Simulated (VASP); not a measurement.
# BN (P6_3mc) in VASP: a series of runs

Aim: see how the results for BN move with the level of theory and the settings. Levels: PBE, LDA. Tasks: single point.

All numbers are computed with VASP 6.6.1; they aren't measurements. Logs are shortened: lines on timing, memory, paths and dates and some standing lists are left out, and cuts for length are marked.

### Step 1. The cell of the first run

It takes space group P6_3mc (No. 186, hexagonal). Conventional cell: a = 2.544 Å, b = 2.544 Å, c = 4.208 Å, α = 90.00°, β = 90.00°, γ = 120.00°. Within 2.1 Å of B (site symmetry 3m) lie 4 N at 1.56 to 1.58 Å. N (site symmetry 3m) has 4 B at 1.56 to 1.58 Å within 2.1 Å.

### Step 2. Single point, PBE

The input, INCAR:

```
SYSTEM = BN
ALGO     = Normal         ! electronic algorithm
EDIFF    = 1E-7           ! SCF threshold, eV
ENCUT    = 520            ! plane-wave cutoff, eV
GGA      = PE             ! functional
ISIF     = 2              ! what is computed and relaxed
ISMEAR   = 0              ! smearing method
LASPH    = .TRUE.         ! aspherical terms in the spheres
LCHARG   = .FALSE.        ! write CHGCAR
LREAL    = .FALSE.        ! projectors in reciprocal space
LWAVE    = .FALSE.        ! write WAVECAR
NBANDS   = 16             ! bands
NELM     = 80             ! most SCF steps
PREC     = Accurate       ! precision mode
SIGMA    = 0.01           ! smearing width, eV
```

The input, KPOINTS:

```
k-points
0
G
  6 6 4
  0 0 0
```

The input, POSCAR:

```
BN
1.0
    2.5439493036      0.0000000000      0.0000000000
   -1.2719746518      2.2031247228      0.0000000000
    0.0000000000      0.0000000000      4.2078167811
B N
2 2
Direct
    0.6666666667      0.3333333333      0.0002035744
    0.3333333333      0.6666666667      0.5002035744
    0.6666666667      0.3333333333      0.3747964256
    0.3333333333      0.6666666667      0.8747964256
```

Potentials or basis: VASP PAW PBE potentials, release 64 (B, N).

Started as:

```console
> cat potpaw_PBE.64/B/POTCAR potpaw_PBE.64/N/POTCAR > POTCAR
> mpirun -np 1 vasp_std > vasp.out
```

OUTCAR:

```text
SYSTEM = BN
   EDIFF = 1E-7
   ENCUT = 520
   GGA = PE
   ISIF = 2
   ISMEAR = 0
   LASPH = .TRUE.
   LREAL = .FALSE.
   NELM = 80
   PREC = Accurate

 ion  position               nearest neighbor table
   1  0.667  0.333  0.000-   4 1.56   4 1.56   4 1.56   3 1.58
   2  0.333  0.667  0.500-   3 1.56   3 1.56   3 1.56   4 1.58
   3  0.667  0.333  0.375-   2 1.56   2 1.56   2 1.56   1 1.58
   4  0.333  0.667  0.875-   1 1.56   1 1.56   1 1.56   2 1.58

  LATTYP: Found a hexagonal cell.
 ALAT       =     2.5439493036
 C/A-ratio  =     1.6540489919

  Lattice vectors:

 A1 = (   2.5439493036,   0.0000000000,   0.0000000000)
 A2 = (  -1.2719746518,   2.2031247228,   0.0000000000)
 A3 = (   0.0000000000,   0.0000000000,   4.2078167811)

Analysis of symmetry for initial positions (statically):
=====================================================================
 Subroutine PRICEL returns:
 Original cell was already a primitive cell.

 Routine SETGRP: Setting up the symmetry group for a
 hexagonal supercell.

 Subroutine GETGRP returns: Found 12 space group operations
 (whereof  6 operations were pure point group operations)
 out of a pool of 24 trial point group operations.

The static configuration has the point symmetry C_3v.
 The point group associated with its full space group is C_6v.

Analysis of symmetry for dynamics (positions and initial velocities):
=====================================================================
 Subroutine PRICEL returns:
 Original cell was already a primitive cell.

 Routine SETGRP: Setting up the symmetry group for a
 hexagonal supercell.

 Subroutine GETGRP returns: Found 12 space group operations
 (whereof  6 operations were pure point group operations)
 out of a pool of 24 trial point group operations.

The dynamic configuration has the point symmetry C_3v.
 The point group associated with its full space group is C_6v.

 Subroutine INISYM returns: Found 12 space group operations
 (whereof  6 operations are pure point group operations),
 and found     1 'primitive' translations

----------------------------------------------------------------------------------------

                                     Primitive cell

  volume of cell :      23.5833

  direct lattice vectors                    reciprocal lattice vectors
     2.543949304  0.000000000  0.000000000     0.393089594  0.226950383  0.000000000
    -1.271974652  2.203124723  0.000000000     0.000000000  0.453900766  0.000000000
     0.000000000  0.000000000  4.207816781     0.000000000  0.000000000  0.237652933

  length of vectors
     2.543949304  2.543949304  4.207816781     0.453900766  0.453900766  0.237652933

  position of ions in fractional coordinates (direct lattice)
     0.666666667  0.333333333  0.000203574
     0.333333333  0.666666667  0.500203574
     0.666666667  0.333333333  0.374796426
     0.333333333  0.666666667  0.874796426

  ion indices of the primitive-cell ions
   primitive index   ion index
                 1           1
                 2           2
                 3           3
                 4           4

----------------------------------------------------------------------------------------

 KPOINTS: k-points

Automatic generation of k-mesh.
 Grid dimensions read from file:
 generate k-points for:    6    6    4

 Generating k-lattice:

  Cartesian coordinates                     Fractional coordinates (reciprocal lattice)
     0.065514932  0.037825064  0.000000000     0.166666667  0.000000000  0.000000000
     0.000000000  0.075650128  0.000000000     0.000000000  0.166666667  0.000000000
     0.000000000  0.000000000  0.059413233     0.000000000  0.000000000  0.250000000

  Length of vectors
     0.075650128  0.075650128  0.059413233

  Shift w.r.t. Gamma in fractional coordinates (k-lattice)
     0.000000000  0.000000000  0.000000000

 Subroutine IBZKPT returns following result:
 ===========================================

 Found     21 irreducible k-points:

 Following reciprocal coordinates:
            Coordinates               Weight
  0.000000  0.000000  0.000000      1.000000
  0.166667  0.000000  0.000000      6.000000
  0.333333  0.000000  0.000000      6.000000
  0.500000  0.000000  0.000000      3.000000
  0.166667  0.166667  0.000000      6.000000
  0.333333  0.166667  0.000000     12.000000
[... 13 lines left out ...]
  0.333333  0.166667  0.500000     12.000000
  0.333333  0.333333  0.500000      2.000000
   k-points           NKPTS =     21   k-points in BZ     NKDIM =     21   number of bands    NBANDS=     16
   number of dos      NEDOS =    301   number of ions     NIONS =      4
   total plane-waves  NPLWV =  12800
   dimension x,y,z NGX =    20 NGY =   20 NGZ =   32
   dimension x,y,z NGXF=    40 NGYF=   40 NGZF=   64
   ions per type =               2   2
   NGX,Y,Z   is equivalent  to a cutoff of  13.07, 13.07, 12.64 a.u.
   NGXF,Y,Z  is equivalent  to a cutoff of  26.14, 26.14, 25.29 a.u.
 SYSTEM =  BN
   PREC   = accura    normal or accurate (medium, high low for compatibility)
   ISTART =      0    job   : 0-new  1-cont  2-samecut
   ICHARG =      2    charge: 1-file 2-atom 10-const
   ISPIN  =      1    spin polarized calculation?
   LNONCOLLINEAR =      F non collinear calculations
   LSORBIT =      F    spin-orbit coupling
   LASPH  =      T    aspherical Exc in radial PAW
   ENCUT  =  520.0 eV  38.22 Ry    6.18 a.u.   4.73  4.73  7.82*2*pi/ulx,y,z
   NELM   =     80;   NELMIN=  2; NELMDL= -5     # of ELM steps
   EDIFF  = 0.1E-06   stopping-criterion for ELM
   LREAL  =      F    real-space projection
   EDIFFG = 0.1E-05   stopping-criterion for IOM
   NSW    =      0    number of steps for IOM
   IBRION =     -1    ionic relax: 0-MD 1-quasi-New 2-CG
   NFREE  =      0    steps in history (QN), initial steepest desc. (CG)
   ISIF   =      2    stress and relaxation
   ISYM   =      2    0-nonsym 1-usesym 2-fastsym
   POTIM  = 0.5000    time-step for ionic-motion
   TEBEG  =    0.0;   TEEND  =   0.0 temperature during run
   PSTRESS=    0.0 pullay stress
   NELECT =      16.0000    total number of electrons
   NUPDOWN=      -1.0000    fix difference up-down
   EMIN   =  10.00;   EMAX   =-10.00  energy-range for DOS
   EFERMI =   0.00;   METHOD = LEGACY
   ISMEAR =     0;   SIGMA  =   0.01  broadening in eV -4-tet -1-fermi 0-gaus
   EFERMI_NEDOS =   21; number of points for ismear=-14 and -15
   IALGO  =     38    algorithm
   IMIX   =      4    mixing-type and parameters
     AMIX     =   0.40;   BMIX     =  1.00
     AMIX_MAG =   1.60;   BMIX_MAG =  1.00
  volume/ion in A,a.u.               =       5.90        39.79
  Fermi-wavevector in a.u.,A,eV,Ry     =   1.438512  2.718393 28.154749  2.069316
  Thomas-Fermi vector in A             =   2.557470
   LORBIT       =      0    0 simple, 1 ext, 2 COOP (PROOUT), +10 PAW based schemes
   GGA     = PE    functional components
   LHFCALC =     F    Hartree Fock is set to
   AEXX    =    0.0000 exact exchange contribution
   IVDW    =     0    specifies the selected vdW correction
   LEPSILON=     F    determine dielectric tensor
   LRPA    =     F    only Hartree local field effects (RPA)
 non-spin polarized calculation
 Gauss-broadening in eV      SIGMA  =   0.01
  energy-cutoff  :      520.00
  volume of cell :       23.58
 maximum number of plane-waves:       652
 NGX is ok and might be reduce to    20
   NGX =  9   NGY =  9   NGZ = 15

 number of electron      16.0000000 magnetization

 Free energy of the ion-electron system (eV)
  ---------------------------------------------------
  ext. energy  EPLUGINS =         0.00000000
  ---------------------------------------------------
  free energy    TOTEN  =       -34.82331791 eV

  energy without entropy =      -34.82331791  energy(sigma->0) =      -34.82331791

 E-fermi :   7.6264     XC(G=0): -12.8214

 val. band max:        7.5843197290   @ k =   0.0000   0.0000   0.0000
 cond. band min:      12.7728411798   @ k =   0.3333   0.3333   0.0000
 fundamental gap:      5.1885214508
 Fermi energy:         7.6263652559

 k-point     1 :       0.0000    0.0000    0.0000
  band No.  band energies     occupation
      1     -12.8445      2.00000
      2      -8.6810      2.00000
      3      -3.3534      2.00000
      4       5.4560      2.00000
      5       5.4560      2.00000
      6       7.3159      2.00000
[... 8 lines left out ...]
     15      19.5011      0.00000
     16      23.8304      0.00000

 k-point     2 :       0.1667    0.0000    0.0000
  band No.  band energies     occupation
      1     -12.2436      2.00000
      2      -8.2324      2.00000
      3      -2.7590      2.00000
      4       3.0957      2.00000
      5       4.5071      2.00000
      6       5.5928      2.00000
[... 8 lines left out ...]
     15      21.0932      0.00000
     16      22.9321      0.00000

 k-point     3 :       0.3333    0.0000    0.0000
  band No.  band energies     occupation
      1     -10.5435      2.00000
      2      -7.2745      2.00000
      3      -1.1159      2.00000
      4      -0.6315      2.00000
      5       2.0515      2.00000
      6       3.1360      2.00000
[... 8 lines left out ...]
     15      23.4164      0.00000
     16      24.0202      0.00000

 k-point     4 :       0.5000    0.0000    0.0000
  band No.  band energies     occupation
      1      -8.7414      2.00000
      2      -7.4578      2.00000
      3      -1.9197      2.00000
      4      -0.2285      2.00000
      5       0.6622      2.00000
      6       2.5891      2.00000
[... 8 lines left out ...]
     15      24.0685      0.00000
     16      25.4308      0.00000

 k-point     5 :       0.1667    0.1667    0.0000
  band No.  band energies     occupation
      1     -11.0865      2.00000
      2      -7.4903      2.00000
      3      -1.6200      2.00000
      4       0.9659      2.00000
      5       1.8952      2.00000
      6       3.9454      2.00000
[... 8 lines left out ...]
     15      23.1208      0.00000
     16      23.4356      0.00000

 k-point     6 :       0.3333    0.1667    0.0000
  band No.  band energies     occupation
      1      -9.0833      2.00000
      2      -7.0323      2.00000
      3      -1.3676      2.00000
      4       0.1724      2.00000
      5       0.4855      2.00000
      6       1.5853      2.00000
[... 8 lines left out ...]
     15      23.5013      0.00000
     16      24.1403      0.00000
[... 210 lines left out ...]
 k-point    18 :       0.5000    0.0000    0.5000
  band No.  band energies     occupation
      1      -7.9925      2.00000
      2      -7.9925      2.00000
      3      -2.4513      2.00000
      4      -2.4513      2.00000
      5       3.8075      2.00000
      6       3.8075      2.00000
[... 8 lines left out ...]
     15      24.0469      0.00000
     16      24.0469      0.00000

 k-point    19 :       0.1667    0.1667    0.5000
  band No.  band energies     occupation
      1      -9.7498      2.00000
      2      -9.7498      2.00000
      3       0.9586      2.00000
      4       0.9586      2.00000
      5       3.2672      2.00000
      6       3.2672      2.00000
[... 8 lines left out ...]
     15      22.4109      0.00000
     16      22.4109      0.00000

 k-point    20 :       0.3333    0.1667    0.5000
  band No.  band energies     occupation
      1      -8.1178      2.00000
      2      -8.1178      2.00000
      3      -1.5069      2.00000
      4      -1.5069      2.00000
      5       2.0116      2.00000
      6       2.0116      2.00000
[... 8 lines left out ...]
     15      23.8357      0.00000
     16      23.8357      0.00000

 k-point    21 :       0.3333    0.3333    0.5000
  band No.  band energies     occupation
      1      -7.3796      2.00000
      2      -7.3796      2.00000
      3      -1.2625      2.00000
      4      -1.2625      2.00000
      5      -0.1660      2.00000
      6      -0.1660      2.00000
[... 8 lines left out ...]
     15      24.2871      0.00000
     16      24.2871      0.00000

------------------------ aborting loop because EDIFF is reached ----------------------------------------

  FORCE on cell =-STRESS in cart. coord.  units (eV):
  Direction    XX          YY          ZZ          XY          YZ          ZX
  --------------------------------------------------------------------------------------
  -------------------------------------------------------------------------------------
  Total        0.7430250      0.7430250      0.7019124      0.0000000      0.0000000      0.0000000
  in kB       50.4788710     50.4788710     47.6858081      0.0000000      0.0000000      0.0000000
  external PRESSURE =      49.5478501 kB  Pullay stress =       0.0000000 kB

 VOLUME and BASIS-vectors are now :
 -----------------------------------------------------------------------------
  energy-cutoff  :      520.00
  volume of cell :       23.58
      direct lattice vectors                 reciprocal lattice vectors
     2.543949304  0.000000000  0.000000000     0.393089594  0.226950383  0.000000000
    -1.271974652  2.203124723  0.000000000     0.000000000  0.453900766  0.000000000
     0.000000000  0.000000000  4.207816781     0.000000000  0.000000000  0.237652933

 POSITION                                       TOTAL-FORCE (eV/Angst)
 -----------------------------------------------------------------------------------
      1.27197      0.73437      0.00086        -0.000000      0.000000      0.004010
     -0.00000      1.46875      2.10476         0.000000     -0.000000      0.004010
      1.27197      0.73437      1.57707        -0.000000      0.000000     -0.004010
     -0.00000      1.46875      3.68098         0.000000     -0.000000     -0.004010
 -----------------------------------------------------------------------------------
    total drift:                               -0.000000     -0.000000     -0.000186

  FREE ENERGIE OF THE ION-ELECTRON SYSTEM (eV)
  ---------------------------------------------------
  free  energy   TOTEN  =       -34.8233179051 eV

  energy  without entropy=      -34.8233179051  energy(sigma->0) =      -34.82331791
```

Run time: 10 s. Hardware: 1 thread of AMD EPYC 7R43 (Zen 3), shared host; peak memory 0.09 GiB.

Results:

- Free energy: -34.8233 eV
- Pressure: 5.0 GPa
- Largest force: 0.004 eV/Å
- Band gap on the k mesh: 5.19 eV, indirect (least direct gap 8.32 eV)

Forces on the atoms (eV/Å):
```
B    0.000  0.000  0.004
B    0.000  0.000  0.004
N    0.000  0.000 -0.004
N    0.000  0.000 -0.004
```

Stress tensor (GPa, compression positive):
```
5.05 0.00 0.00
0.00 5.05 0.00
0.00 0.00 4.77
```

Caveat: the k points lie up to 0.48 Å⁻¹ apart. A k mesh can miss the band edges.

### Step 3. Single point, LDA

This run uses another cell than the first one, of 5.76 Å³/atom, 0.976 times its volume.

The input, INCAR:

```
PREC     = Accurate       # precision mode
ENCUT    = 520            # plane-wave cutoff, eV
EDIFF    = 1E-6           # SCF threshold, eV
ISMEAR   = -1             # smearing method
SIGMA    = 0.02           # smearing width, eV
LREAL    = F              # projectors in reciprocal space
LASPH    = T              # aspherical terms in the spheres
NELM     = 60             # most SCF steps
ALGO     = Normal         # electronic algorithm
ISIF     = 2              # what is computed and relaxed
LWAVE    = F              # write WAVECAR
LCHARG   = F              # write CHGCAR
NBANDS   = 16             # bands
```

The input, KPOINTS:

```
regular mesh
0
Gamma
  12 12 6
```

The input, POSCAR:

```
BN
1.0
    2.5232260670      0.0000000000      0.0000000000
   -1.2616130335      2.1851778735      0.0000000000
    0.0000000000      0.0000000000      4.1751707746
B N
2 2
Direct
    0.6666666667      0.3333333333      0.0002997875
    0.3333333333      0.6666666667      0.5002997875
    0.6666666667      0.3333333333      0.3747002125
    0.3333333333      0.6666666667      0.8747002125
```

Potentials or basis: VASP PAW LDA potentials, release 64 (B, N).

Started as:

```console
> cat potpaw_LDA.64/B/POTCAR potpaw_LDA.64/N/POTCAR > POTCAR
> mpirun -np 1 vasp_std > vasp.out
```

OUTCAR:

```text
PREC = Accurate
   ENCUT = 520
   EDIFF = 1E-6
   ISMEAR = -1
   LREAL = F
   LASPH = T
   NELM = 60
   ISIF = 2

 ion  position               nearest neighbor table
   1  0.667  0.333  0.000-   4 1.55   4 1.55   4 1.55   3 1.56
   2  0.333  0.667  0.500-   3 1.55   3 1.55   3 1.55   4 1.56
   3  0.667  0.333  0.375-   2 1.55   2 1.55   2 1.55   1 1.56
   4  0.333  0.667  0.875-   1 1.55   1 1.55   1 1.55   2 1.56

  LATTYP: Found a hexagonal cell.
 ALAT       =     2.5232260670
[... 656 lines left out ...]
  Direction    XX          YY          ZZ          XY          YZ          ZX
  --------------------------------------------------------------------------------------
  -------------------------------------------------------------------------------------
  Total        0.1396071      0.1396071      0.1365857      0.0000000      0.0000000     -0.0000000
  in kB        9.7163019      9.7163019      9.5060153      0.0000000      0.0000000     -0.0000000
  external PRESSURE =       9.6462064 kB  Pullay stress =       0.0000000 kB

 VOLUME and BASIS-vectors are now :
 -----------------------------------------------------------------------------
  energy-cutoff  :      520.00
  volume of cell :       23.02
      direct lattice vectors                 reciprocal lattice vectors
     2.523226067  0.000000000  0.000000000     0.396318036  0.228814325  0.000000000
    -1.261613033  2.185177873  0.000000000     0.000000000  0.457628650  0.000000000
     0.000000000  0.000000000  4.175170775     0.000000000  0.000000000  0.239511161

 POSITION                                       TOTAL-FORCE (eV/Angst)
 -----------------------------------------------------------------------------------
      1.26161      0.72839      0.00125         0.000000     -0.000000      0.002178
     -0.00000      1.45679      2.08884        -0.000000      0.000000      0.002178
      1.26161      0.72839      1.56444        -0.000000     -0.000000     -0.002178
     -0.00000      1.45679      3.65202         0.000000     -0.000000     -0.002178
 -----------------------------------------------------------------------------------
    total drift:                                0.000000      0.000000     -0.000528

  FREE ENERGIE OF THE ION-ELECTRON SYSTEM (eV)
  ---------------------------------------------------
  free  energy   TOTEN  =       -38.7555432368 eV

  energy  without entropy=      -38.7555432368  energy(sigma->0) =      -38.75554324
```

OSZICAR:

```text
N       E                     dE             d eps       ncg     rms          rms(c)
DAV:   1     0.320174214394E+02    0.32017E+02   -0.83325E+03  2440   0.968E+02
DAV:   2    -0.390761226770E+02   -0.71094E+02   -0.65970E+02  3488   0.215E+02
DAV:   3    -0.411248622996E+02   -0.20487E+01   -0.20430E+01  2840   0.324E+01
DAV:   4    -0.411290212302E+02   -0.41589E-02   -0.41585E-02  2888   0.179E+00
DAV:   5    -0.411290317440E+02   -0.10514E-04   -0.10514E-04  2736   0.809E-02    0.941E+00
DAV:   6    -0.390488784333E+02    0.20802E+01   -0.25461E+00  2936   0.141E+01    0.433E+00
DAV:   7    -0.388214193345E+02    0.22746E+00   -0.28553E-01  3128   0.419E+00    0.261E+00
DAV:   8    -0.387571256374E+02    0.64294E-01   -0.81467E-02  2984   0.208E+00    0.261E-01
DAV:   9    -0.387555899272E+02    0.15357E-02   -0.26321E-03  2696   0.504E-01    0.146E-01
DAV:  10    -0.387555443920E+02    0.45535E-04   -0.15896E-04  3096   0.108E-01    0.169E-02
DAV:  11    -0.387555434899E+02    0.90206E-06   -0.14098E-05  2880   0.328E-02    0.119E-02
DAV:  12    -0.387555432368E+02    0.25310E-06   -0.14365E-06  1504   0.108E-02
   1 F= -.38755543E+02 E0= -.38755543E+02  d E =-.174623E-11
```

Wall time 28 s (1 thread of AMD EPYC 7R43 (Zen 3), shared host); peak memory 0.1 GiB.

What came out:

- Free energy: -38.7555 eV
- Pressure: 1.0 GPa
- Band gap on the k mesh: 4.90 eV, indirect (least direct gap 8.28 eV)

Forces in eV/Å, atoms in the order of the input:
```
B    0.000  0.000  0.002
B    0.000  0.000  0.002
N    0.000  0.000 -0.002
N    0.000  0.000 -0.002
```

A k mesh can miss the band edges. A hybrid or GW would open this gap; LDA tends to underestimate it.
